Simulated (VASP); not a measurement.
Here is a VASP 6.6.1 calculation.

File INCAR:

```
ALGO = Normal ; EDIFF = 1E-6
ENCUT = 500 ; GGA = PE
GGA_COMPAT = F ; ISIF = 2
ISMEAR = -1 ; LASPH = T
LCHARG = F ; LREAL = F
LWAVE = F ; NBANDS = 14
NELM = 120 ; PREC = Accurate
SIGMA = 0.01
```

Contents of KPOINTS:

```
k-points
0
Gamma
  5 5 5
```

POSCAR

```
Cl
1.0
    0.0000000000      2.8040873646      2.8040873646
    2.8040873646      0.0000000000      2.8040873646
    2.8040873646      2.8040873646      0.0000000000
Cl
2
Direct
    1.0000000000      1.0000000000      1.0000000000
    0.2500000000      0.2500000000      0.2500000000
```

Potentials or basis: VASP PAW PBE potentials, release 64 (Cl).

Launch:

```sh
$ cat potpaw_PBE.64/Cl/POTCAR > POTCAR
$ mpirun -np 1 vasp_std > vasp.out
```

Problem. What does it give for the pressure?

Solution. 19.8 GPa.

Problem. What does it give for the band gap on the k mesh?

Solution. Zero (bands 7 and 8 overlap by 2.40 eV).

Caveat: the k points lie up to 0.39 Å⁻¹ apart, too coarse for converged energies and pressures of a metal.
